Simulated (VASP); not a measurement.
# LiMg3 (Fm-3m) in VASP: a series of runs

Runs on LiMg3. Level: LDA. Tasks: single point, relaxation of cell and atoms.

Everything below comes from runs of VASP 6.6.1. Logs are shortened: lines on timing, memory, paths and dates and some standing lists are left out, and cuts for length are marked.

**1. The cell of the first run**

The structure is cubic, space group Fm-3m (No. 225). The conventional cell has a = 6.882 Å, b = 6.882 Å, c = 6.882 Å, α = 90.00°, β = 90.00°, γ = 90.00°. Within 3.9 Å of Li (site symmetry m-3m) lie 14 Mg at 2.98 to 3.44 Å. Mg (site symmetry m-3m) has 8 Mg at 2.98 Å and 6 Li at 3.44 Å within 3.9 Å. Mg (site symmetry -43m) has 4 Li at 2.98 Å and 10 Mg at 2.98 to 3.44 Å within 3.9 Å.

**2. Single point, LDA**

File INCAR:

```
SYSTEM = LiMg3
PREC = Accurate
ENCUT = 520
EDIFF = 1E-6
ISMEAR = 0
SIGMA = 0.1
LREAL = .False.
LASPH = .True.
NELM = 100
ALGO = Normal
ISIF = 2
LWAVE = .False.
LCHARG = .True.
LELF = .True.
LVHAR = .True.
NBANDS = 12
```

File KPOINTS:

```
regular mesh
0
Gamma
  10 10 10
  0 0 0
```

File POSCAR:

```
LiMg3
1.0
    0.0000000000      3.4407940975      3.4407940975
    3.4407940975      0.0000000000      3.4407940975
    3.4407940975      3.4407940975      0.0000000000
Li Mg
1 3
Direct
    0.5000000000      0.5000000000      0.5000000000
    0.0000000000      0.0000000000      0.0000000000
    0.2500000000      0.2500000000      0.2500000000
    0.7500000000      0.7500000000      0.7500000000
```

Potentials or basis: VASP PAW LDA potentials, release 64 (Li_sv, Mg).

Started as:

```console
$ cat potpaw_LDA.64/Li_sv/POTCAR potpaw_LDA.64/Mg/POTCAR > POTCAR
$ mpirun -np 1 vasp_std > vasp.out
```

OUTCAR:

```text
SYSTEM = LiMg3
   PREC = Accurate
   ENCUT = 520
   EDIFF = 1E-6
   ISMEAR = 0
   LREAL = .False.
   LASPH = .True.
   NELM = 100
   ISIF = 2

 ion  position               nearest neighbor table
   1  0.500  0.500  0.500-   3 2.98   3 2.98   3 2.98   3 2.98   4 2.98   4 2.98   4 2.98   4 2.98

   2  0.000  0.000  0.000-   4 2.98   4 2.98   4 2.98   3 2.98   4 2.98   3 2.98   3 2.98   3 2.98

   3  0.250  0.250  0.250-   2 2.98   2 2.98   2 2.98   1 2.98   2 2.98   1 2.98   1 2.98   1 2.98
                             4 3.44   4 3.44   4 3.44   4 3.44   4 3.44   4 3.44
   4  0.750  0.750  0.750-   1 2.98   1 2.98   1 2.98   1 2.98   2 2.98   2 2.98   2 2.98   2 2.98
                             3 3.44   3 3.44   3 3.44   3 3.44   3 3.44   3 3.44

  LATTYP: Found a face centered cubic cell.
 ALAT       =     6.8815881950

  Lattice vectors:

 A1 = (   0.0000000000,   3.4407940975,   3.4407940975)
 A2 = (   3.4407940975,   0.0000000000,   3.4407940975)
 A3 = (   3.4407940975,   3.4407940975,   0.0000000000)

Analysis of symmetry for initial positions (statically):
=====================================================================
 Subroutine PRICEL returns:
 Original cell was already a primitive cell.

 Routine SETGRP: Setting up the symmetry group for a
 face centered cubic supercell.

 Subroutine GETGRP returns: Found 48 space group operations
 (whereof 48 operations were pure point group operations)
 out of a pool of 48 trial point group operations.

The static configuration has the point symmetry O_h .

Analysis of symmetry for dynamics (positions and initial velocities):
=====================================================================
 Subroutine PRICEL returns:
 Original cell was already a primitive cell.

 Routine SETGRP: Setting up the symmetry group for a
 face centered cubic supercell.

 Subroutine GETGRP returns: Found 48 space group operations
 (whereof 48 operations were pure point group operations)
 out of a pool of 48 trial point group operations.

The dynamic configuration has the point symmetry O_h .

 Subroutine INISYM returns: Found 48 space group operations
 (whereof 48 operations are pure point group operations),
 and found     1 'primitive' translations

----------------------------------------------------------------------------------------

                                     Primitive cell

  volume of cell :      81.4716

  direct lattice vectors                    reciprocal lattice vectors
     0.000000000  3.440794097  3.440794097    -0.145315292  0.145315292  0.145315292
     3.440794097  0.000000000  3.440794097     0.145315292 -0.145315292  0.145315292
     3.440794097  3.440794097  0.000000000     0.145315292  0.145315292 -0.145315292

  length of vectors
     4.866017678  4.866017678  4.866017678     0.251693469  0.251693469  0.251693469

  position of ions in fractional coordinates (direct lattice)
     0.500000000  0.500000000  0.500000000
     0.000000000  0.000000000  0.000000000
     0.250000000  0.250000000  0.250000000
     0.750000000  0.750000000  0.750000000

  ion indices of the primitive-cell ions
   primitive index   ion index
                 1           1
                 2           2
                 3           3
                 4           4

----------------------------------------------------------------------------------------

 KPOINTS: regular mesh

Automatic generation of k-mesh.
 Grid dimensions read from file:
 generate k-points for:   10   10   10

 Generating k-lattice:

  Cartesian coordinates                     Fractional coordinates (reciprocal lattice)
    -0.014531529  0.014531529  0.014531529     0.100000000  0.000000000  0.000000000
     0.014531529 -0.014531529  0.014531529     0.000000000  0.100000000  0.000000000
     0.014531529  0.014531529 -0.014531529     0.000000000  0.000000000  0.100000000

  Length of vectors
     0.025169347  0.025169347  0.025169347

  Shift w.r.t. Gamma in fractional coordinates (k-lattice)
     0.000000000  0.000000000  0.000000000

 Subroutine IBZKPT returns following result:
 ===========================================

 Found     47 irreducible k-points:

 Following reciprocal coordinates:
            Coordinates               Weight
  0.000000  0.000000  0.000000      1.000000
  0.100000  0.000000  0.000000      8.000000
  0.200000  0.000000  0.000000      8.000000
  0.300000  0.000000  0.000000      8.000000
  0.400000  0.000000  0.000000      8.000000
  0.500000  0.000000  0.000000      4.000000
[... 16 lines left out ...]
  0.300000  0.300000  0.000000      6.000000
  0.400000  0.300000  0.000000     24.000000
 [... further k-points ...]
   k-points           NKPTS =     47   k-points in BZ     NKDIM =     47   number of bands    NBANDS=     12
   number of dos      NEDOS =    301   number of ions     NIONS =      4
   total plane-waves  NPLWV =  46656
   dimension x,y,z NGX =    36 NGY =   36 NGZ =   36
   dimension x,y,z NGXF=    72 NGYF=   72 NGZF=   72
   ions per type =               1   3
   NGX,Y,Z   is equivalent  to a cutoff of  12.30, 12.30, 12.30 a.u.
   NGXF,Y,Z  is equivalent  to a cutoff of  24.60, 24.60, 24.60 a.u.
 SYSTEM =  LiMg3
   PREC   = accura    normal or accurate (medium, high low for compatibility)
   ISTART =      0    job   : 0-new  1-cont  2-samecut
   ICHARG =      2    charge: 1-file 2-atom 10-const
   ISPIN  =      1    spin polarized calculation?
   LNONCOLLINEAR =      F non collinear calculations
   LSORBIT =      F    spin-orbit coupling
   LASPH  =      T    aspherical Exc in radial PAW
   ENCUT  =  520.0 eV  38.22 Ry    6.18 a.u.   9.05  9.05  9.05*2*pi/ulx,y,z
   NELM   =    100;   NELMIN=  2; NELMDL= -5     # of ELM steps
   EDIFF  = 0.1E-05   stopping-criterion for ELM
   LREAL  =      F    real-space projection
   EDIFFG = 0.1E-04   stopping-criterion for IOM
   NSW    =      0    number of steps for IOM
   IBRION =     -1    ionic relax: 0-MD 1-quasi-New 2-CG
   NFREE  =      0    steps in history (QN), initial steepest desc. (CG)
   ISIF   =      2    stress and relaxation
   ISYM   =      2    0-nonsym 1-usesym 2-fastsym
   POTIM  = 0.5000    time-step for ionic-motion
   TEBEG  =    0.0;   TEEND  =   0.0 temperature during run
   PSTRESS=    0.0 pullay stress
   NELECT =       9.0000    total number of electrons
   NUPDOWN=      -1.0000    fix difference up-down
   EMIN   =  10.00;   EMAX   =-10.00  energy-range for DOS
   EFERMI =   0.00;   METHOD = LEGACY
   ISMEAR =     0;   SIGMA  =   0.10  broadening in eV -4-tet -1-fermi 0-gaus
   EFERMI_NEDOS =   21; number of points for ismear=-14 and -15
   IALGO  =     38    algorithm
   IMIX   =      4    mixing-type and parameters
     AMIX     =   0.40;   BMIX     =  1.00
     AMIX_MAG =   1.60;   BMIX_MAG =  1.00
  volume/ion in A,a.u.               =      20.37       137.45
  Fermi-wavevector in a.u.,A,eV,Ry     =   0.785513  1.484405  8.395223  0.617031
  Thomas-Fermi vector in A             =   1.889865
   LORBIT       =      0    0 simple, 1 ext, 2 COOP (PROOUT), +10 PAW based schemes
   GGA     = CA    functional components
   LHFCALC =     F    Hartree Fock is set to
   AEXX    =    0.0000 exact exchange contribution
   IVDW    =     0    specifies the selected vdW correction
   LEPSILON=     F    determine dielectric tensor
   LRPA    =     F    only Hartree local field effects (RPA)
 non-spin polarized calculation
 Gauss-broadening in eV      SIGMA  =   0.10
  energy-cutoff  :      520.00
  volume of cell :       81.47
 maximum number of plane-waves:      2210
   NGX = 19   NGY = 19   NGZ = 19

 number of electron       8.9999989 magnetization

 Free energy of the ion-electron system (eV)
  ---------------------------------------------------
  ext. energy  EPLUGINS =         0.00000000
  ---------------------------------------------------
  free energy    TOTEN  =        -7.66328165 eV

  energy without entropy =       -7.65742621  energy(sigma->0) =       -7.66035393

 E-fermi :   2.4325     XC(G=0):  -8.6353

 val. band max:        2.4315856255   @ k =   0.3000   0.2000   0.0000
 cond. band min:       2.4683452960   @ k =   0.5000   0.1000   0.0000
 fundamental gap:      0.0367596705
 Fermi energy:         2.4325284056

 k-point     1 :       0.0000    0.0000    0.0000
  band No.  band energies     occupation
      1     -43.0320      2.00000
      2      -4.1570      2.00000
      3       4.1556      0.00000
      4       4.1556      0.00000
      5       4.1556      0.00000
      6       4.2732      0.00000
      7       4.2732      0.00000
      8       4.2732      0.00000
      9       6.3392      0.00000
     10       6.9812      0.00000
     11       6.9812      0.00000
     12       6.9812      0.00000

 k-point     2 :       0.1000    0.0000    0.0000
  band No.  band energies     occupation
      1     -43.0321      2.00000
      2      -4.0679      2.00000
      3       2.8831      0.00000
      4       3.7154      0.00000
      5       3.7154      0.00000
      6       4.8868      0.00000
      7       4.8868      0.00000
      8       4.9409      0.00000
      9       6.0756      0.00000
     10       6.0756      0.00000
     11       6.7498      0.00000
     12       6.9703      0.00000

 k-point     3 :       0.2000    0.0000    0.0000
  band No.  band energies     occupation
      1     -43.0321      2.00000
      2      -3.8015      2.00000
      3       1.5075      2.00000
      4       3.3960      0.00000
      5       3.3960      0.00000
      6       4.9807      0.00000
      7       5.1537      0.00000
      8       5.1537      0.00000
      9       5.7498      0.00000
     10       5.7498      0.00000
     11       6.5040      0.00000
     12       8.1151      0.00000
[... 286 lines left out ...]
 k-point    23 :       0.3000    0.3000    0.0000
  band No.  band energies     occupation
      1     -43.0320      2.00000
      2      -3.0930      2.00000
      3       1.5480      2.00000
      4       1.7631      2.00000
      5       1.7631      2.00000
      6       2.5146      0.24570
      7       3.4618      0.00000
      8       7.9213      0.00000
      9       7.9213      0.00000
     10       8.4974      0.00000
     11       8.7969      0.00000
     12       8.7969      0.00000

 k-point    24 :       0.4000    0.3000    0.0000
  band No.  band energies     occupation
      1     -43.0320      2.00000
      2      -2.6561      2.00000
      3       0.6869      2.00000
      4       1.0521      2.00000
      5       1.6176      2.00000
      6       2.7305      0.00003
      7       3.7266      0.00000
      8       7.4478      0.00000
      9       8.0238      0.00000
     10       9.1826      0.00000
     11       9.6789      0.00000
     12       9.8494      0.00000

 [... further k-points ...]

------------------------ aborting loop because EDIFF is reached ----------------------------------------

  FORCE on cell =-STRESS in cart. coord.  units (eV):
  Direction    XX          YY          ZZ          XY          YZ          ZX
  --------------------------------------------------------------------------------------
  -------------------------------------------------------------------------------------
  Total       -0.1489056     -0.1489056     -0.1489056      0.0000000     -0.0000000     -0.0000000
  in kB       -2.9282990     -2.9282990     -2.9282990      0.0000000     -0.0000000     -0.0000000
  external PRESSURE =      -2.9282990 kB  Pullay stress =       0.0000000 kB

 VOLUME and BASIS-vectors are now :
 -----------------------------------------------------------------------------
  energy-cutoff  :      520.00
  volume of cell :       81.47
      direct lattice vectors                 reciprocal lattice vectors
     0.000000000  3.440794097  3.440794097    -0.145315292  0.145315292  0.145315292
     3.440794097  0.000000000  3.440794097     0.145315292 -0.145315292  0.145315292
     3.440794097  3.440794097  0.000000000     0.145315292  0.145315292 -0.145315292

 POSITION                                       TOTAL-FORCE (eV/Angst)
 -----------------------------------------------------------------------------------
      3.44079      3.44079      3.44079        -0.000000      0.000000     -0.000000
      0.00000      0.00000      0.00000        -0.000000      0.000000     -0.000000
      1.72040      1.72040      1.72040         0.000000      0.000000      0.000000
      5.16119      5.16119      5.16119        -0.000000     -0.000000     -0.000000
 -----------------------------------------------------------------------------------
    total drift:                                0.000000      0.000000      0.000000

  FREE ENERGIE OF THE ION-ELECTRON SYSTEM (eV)
  ---------------------------------------------------
  free  energy   TOTEN  =        -7.6632816487 eV

  energy  without entropy=       -7.6574262117  energy(sigma->0) =       -7.66035393
```

It took 33 s on 1 thread of Intel Xeon Platinum 8175M at 2.50GHz (Skylake/Cascade Lake), shared host; peak memory 0.19 GiB.

Results:

```
Free energy            : -7.6633 eV
Band gap on the k mesh : zero (an odd number of electrons rules out a gap without spin polarisation)
```

Levels at points of the mesh, in eV from the Fermi level:
| k point | band 3 | band 4 | band 5 | band 6 | band 7 | band 8 |
| --- | --- | --- | --- | --- | --- | --- |
| (0.00, 0.00, 0.00) | 1.72 | 1.72 | 1.72 | 1.84 | 1.84 | 1.84 |
| (0.50, 0.00, 0.00) | -3.96 | 1.02 | 1.02 | 1.09 | 1.09 | 2.25 |
| (0.50, 0.50, 0.00) | -3.40 | -1.14 | -1.14 | -0.40 | 0.73 | 7.06 |

Caveat: the cutoff is under 1.25 times the usual one of these potentials, so pressure, stress and relaxed cells hold a basis-set (Pulay) error.

(Part 1 of 2 ends here.)
